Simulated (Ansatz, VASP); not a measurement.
# One calculation of Cu, two programs

```
Cu
1.0
     2.61340    0.00000    0.00000
    -1.30670    2.26327    0.00000
     0.00000    0.00000    4.53268
Cu
2
Direct
  0.33333 0.66667 0.25000
  0.66667 0.33333 0.75000
```

Alike in both runs: task single point; functional PBE; k mesh 21 × 21 × 12; occupations gaussian, width 0.15 eV; no spin polarisation.

```csv
,VASP,Ansatz
version,VASP 6.6.1,Ansatz 0.2.0
potentials or method,"VASP PAW PBE potentials, release 64 (Cu), cutoff 520 eV","scalar-relativistic, plane waves, PAW"
valence electrons in the cell,22,38
```

VASP gave:

```
gap on the k mesh at the Fermi level (eV)                     : none
pressure (GPa)                                                : -10.9
traceless stress, the component that is largest in VASP (GPa) : -3.43
```

Estimate Ansatz's values.

gap on the k mesh at the Fermi level (eV): none; pressure (GPa): -11.6; traceless stress, the component that is largest in VASP (GPa): -3.41.

A gap of «none» marks a metal or a gap that the smearing closes. VASP's potentials hold 22 valence electrons a cell and Ansatz's 38, so a difference there can come from the potentials and not from the codes.
